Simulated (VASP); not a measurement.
Here is a VASP 6.6.1 calculation.

File INCAR:

```
SYSTEM = CsSnBr3
PREC = Accurate ; ENCUT = 500
EDIFF = 1E-6 ; ISMEAR = 0
SIGMA = 0.05 ; LREAL = .False.
LASPH = .True. ; NELM = 120
ALGO = Normal ; ISIF = 2
LWAVE = .False. ; LCHARG = .False.
GGA = PE ; NBANDS = 30
GGA_COMPAT = .False.
```

KPOINTS

```
regular mesh
0
Gamma
  6 6 6
  0 0 0
```

File POSCAR:

```
CsSnBr3
1.0
    5.3718851612      0.0000000000      0.0000000000
    0.0000000000      5.3718851612      0.0000000000
    0.0000000000      0.0000000000      5.3718851612
Cs Sn Br
1 1 3
Direct
    0.0000000000      0.0000000000      0.0000000000
    0.5000000000      0.5000000000      0.5000000000
    0.5000000000      0.0000000000      0.5000000000
    0.5000000000      0.5000000000      0.0000000000
    0.0000000000      0.5000000000      0.5000000000
```

Potentials or basis: VASP PAW PBE potentials, release 64 (Cs_sv, Sn_d, Br).

Command:

```bash
$ cat potpaw_PBE.64/Cs_sv/POTCAR potpaw_PBE.64/Sn_d/POTCAR potpaw_PBE.64/Br/POTCAR > POTCAR
$ mpirun -np 1 vasp_std > vasp.out
```

(1) Predict the band gap on the k mesh.

(2) What does it give for the pressure?

Answers

(1) zero (filled and empty bands touch).

(2) 10.2 GPa.

Caveat: the cell differs from its parent crystal (strain -0.080 along x and y, -0.080 along z); spin-orbit coupling is left out, which moves the levels of the heavy elements.
